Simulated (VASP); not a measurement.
C:

```
C
1.0
     0.00000    1.78337    1.78337
     1.78337    0.00000    1.78337
     1.78337    1.78337    0.00000
C
2
Direct
  0.75000 0.75000 0.75000
  0.50000 0.50000 0.50000
```

Base run:

```yaml
Program: VASP 6.6.1
Functional: PBEsol
Potentials_or_basis: VASP PAW PBE potentials, release 64 (C)
Cutoff: 520 eV
k_mesh: 13 × 13 × 13
Occupations: fermi-dirac, width 0.05 eV
Spin: no spin polarisation
```

Its results: band gap on the k mesh 4.01 eV, indirect (least direct gap 5.54 eV); pressure -3.8 GPa.

Q: The run is repeated on the same cell with these changes: dispersion from none to D3(BJ). What comes out?

A: Band gap on the k mesh 4.01 eV, indirect (least direct gap 5.54 eV); pressure -7.5 GPa.

Dispersion adds attraction, which lowers the pressure at fixed volume and, as a term added to the energy, leaves the levels alone.

Caveats: the PAW data sets were made with another functional, which shifts forces and pressure a little; three body term missing (some runs).

A k mesh can miss the band edges.
